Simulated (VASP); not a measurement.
**Na: electric field gradients with PBEsol**

The system is Na.

```xyz
1
Lattice="-2.1033 2.1033 2.1033 2.1033 -2.1033 2.1033 2.1033 2.1033 -2.1033" Properties=species:S:1:pos:R:3 pbc="T T T"
Na    0.0000    0.0000    0.0000
```

This cell differs from its parent crystal: volume scaled by 0.98.

- Program: VASP 6.6.1
- Task: electric field gradients
- Functional: PBEsol
- Potentials or basis: VASP PAW PBE potentials, release 64 (Na_pv)
- Cutoff: 520 eV
- k mesh: 12 × 12 × 12
- Occupations: fermi-dirac, width 0.05 eV
- Spin: no spin polarisation
- Dipole correction: no
- Further INCAR settings: ALGO = Normal; EDIFF = 1e-08; NBANDS = 10

| Quantity | Value |
| --- | --- |
| Pressure | -0.2 GPa |

Levels at points of the mesh, in eV from the Fermi level:
```csv
k point,band 1,band 2,band 3,band 4,band 5,band 6
"(0.00, 0.00, 0.00)",-24.75,-24.75,-24.75,-3.23,11.74,11.74
"(0.50, 0.00, 0.00)",-24.79,-24.76,-24.75,0.78,1.26,8.22
"(0.50, 0.50, 0.50)",-24.78,-24.78,-24.78,4.54,4.54,4.91
```

It took 12 s on 1 thread of Intel Xeon 6975P-C, on a shared host, peak memory 0.16 GiB.

Caveat: without QUAD_EFG the Cq values of the log hold for a quadrupole moment of 1 mb, not for the nuclei; the PAW data sets were made with another functional, which shifts forces and pressure a little.
